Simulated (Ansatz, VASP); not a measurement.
# Two plane-wave programs on SnO2

Contents of INCAR:

```
SYSTEM = SnO2
ALGO     = Normal         ! electronic algorithm
EDIFF    = 1E-7           ! SCF threshold, eV
ENCUT    = 520            ! plane-wave cutoff, eV
GGA      = PE             ! functional
ISIF     = 2              ! what is computed and relaxed
ISMEAR   = 0              ! smearing method
LASPH    = .True.         ! aspherical terms in the spheres
LCHARG   = .False.        ! write CHGCAR
LREAL    = .False.        ! projectors in reciprocal space
LWAVE    = .False.        ! write WAVECAR
NBANDS   = 20             ! bands
NELM     = 100            ! most SCF steps
PREC     = Accurate       ! precision mode
SIGMA    = 0.02           ! smearing width, eV
```

KPOINTS

```
k-points
0
Gamma
  12 12 12
  0 0 0
```

POSCAR

```
SnO2
1.0
    1.6170930752      0.9336291223      4.8005925840
   -1.6170930752      0.9336291223      4.8005925840
    0.0000000000     -1.8672582446      4.8005925840
Sn O
1 2
Direct
    0.5031246143      0.5031246143      0.5031246143
    0.2371700000      0.2371700000      0.2371700000
    0.7628300000      0.7628300000      0.7628300000
```

Input for Ansatz:

```yaml
crystal:
  lattice:
    - [1.6170930752, 0.9336291223, 4.800592584]
    - [-1.6170930752, 0.9336291223, 4.800592584]
    - [0.0, -1.8672582446, 4.800592584]
  atoms:
    - { symbol: Sn, position: [0.5031246143, 0.5031246143, 0.5031246143] }
    - { symbol: O, position: [0.23717, 0.23717, 0.23717] }
    - { symbol: O, position: [0.76283, 0.76283, 0.76283] }
basis:
  ecutwfc: 420
kpoints:
  mp_grid: { grid: [12, 12, 12] }
hamiltonian:
  xc: pbe
scf:
  occupations: { method: gaussian, width: 0.02 }
output:
  forces: true
  stress: true
  eigenvalues: true
  populations: true
```

Change from the starting cell: one atom moved.

Alike in both runs: task single point; functional PBE; k mesh 12 × 12 × 12; occupations gaussian, width 0.02 eV; no spin polarisation.

|  | VASP | Ansatz |
| --- | --- | --- |
| version | VASP 6.6.1 | Ansatz 0.2.0 |
| potentials or method | VASP PAW PBE potentials, release 64 (Sn_d, O), cutoff 520 eV | scalar-relativistic, plane waves, PAW |
| valence electrons in the cell | 26 | 26 |

VASP gave:

| Item | Value |
| --- | --- |
| gap on the k mesh at the Fermi level (eV) | 1.90 |
| least direct gap on the mesh (eV) | 2.03 |
| pressure (GPa) | 0.1 |
| traceless stress, the component that is largest in VASP (GPa) | -0.81 |
| rms of the force components (eV/Å) | 0.354 |

Estimate Ansatz's values.

gap on the k mesh at the Fermi level (eV): 1.93; least direct gap on the mesh (eV): 2.05; pressure (GPa): -0.5; traceless stress, the component that is largest in VASP (GPa): -0.46; rms of the force components (eV/Å): 0.355.

Atom by atom the forces differ by 0.023 eV/Å (rms over components).
